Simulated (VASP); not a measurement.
Write the native input for VASP 6.6.1 that does the following.

| Quantity | Value |
| --- | --- |
| Task | single point |
| Functional | LDA |
| Potentials or basis | VASP PAW LDA potentials, release 64 (Nb_sv, H) |
| Cutoff | 520 eV |
| k mesh | 9 × 9 × 1 |
| Occupations | gaussian, width 0.1 eV |
| Spin | collinear spin, ferromagnetic start |
| Starting moments | [0.0, 0.0, 0.0, 1.0] μB |
| Dipole correction | yes |
| Further INCAR settings | ALGO = Normal; EDIFF = 1e-06; NBANDS = 32 |

The structure of Nb3H lies in POSCAR:

```
Nb3H
1.0
    2.9270177637      0.0000000000      0.0000000000
    0.0000000000      2.9270177637      0.0000000000
    0.0000000000      0.0000000000     21.1957939222
Nb H
3 1
Direct
    0.5000000000      0.5000000000      0.1887166867
    0.0000000000      0.0000000000      0.2876907936
    0.5000000000      0.5000000000      0.3866707684
    0.5000000000      1.0000000000      0.5050904892
```

The input as run:

INCAR

```
  PREC = Accurate
  ENCUT = 520
  EDIFF = 1E-6
  ISMEAR = 0
  SIGMA = 0.1
  LREAL = False
  LASPH = True
  NELM = 150
  ALGO = Normal
  ISIF = 2
  LWAVE = False
  LCHARG = False
  ISPIN = 2
  MAGMOM = 0 0 0 1
  LORBIT = 11
  LMAXMIX = 4
  LDIPOL = True
  IDIPOL = 3
  DIPOL = 0.5 0.5 0.342
  NBANDS = 32
```

KPOINTS

```
regular mesh
0
Gamma
  9 9 1
```

Potentials or basis: VASP PAW LDA potentials, release 64 (Nb_sv, H).

The run is started by

```console
$ cat potpaw_LDA.64/Nb_sv/POTCAR potpaw_LDA.64/H/POTCAR > POTCAR
$ mpirun -np 1 vasp_std > vasp.out
```

Results of the run:

```yaml
Largest_force: 2.066 eV/Å
Band_gap_on_the_k_mesh: zero (filled and empty bands overlap)
Net_moment: 0.00 μB per cell
Valence_electrons_inside_the_program's_atomic_spheres: Nb 10.66, 10.68, 10.60; H 0.35
```

Run time: 6.5 min on 1 thread of AMD EPYC 9R45 96-Core Processor (Zen 5), on a shared host, peak memory 0.35 GiB.
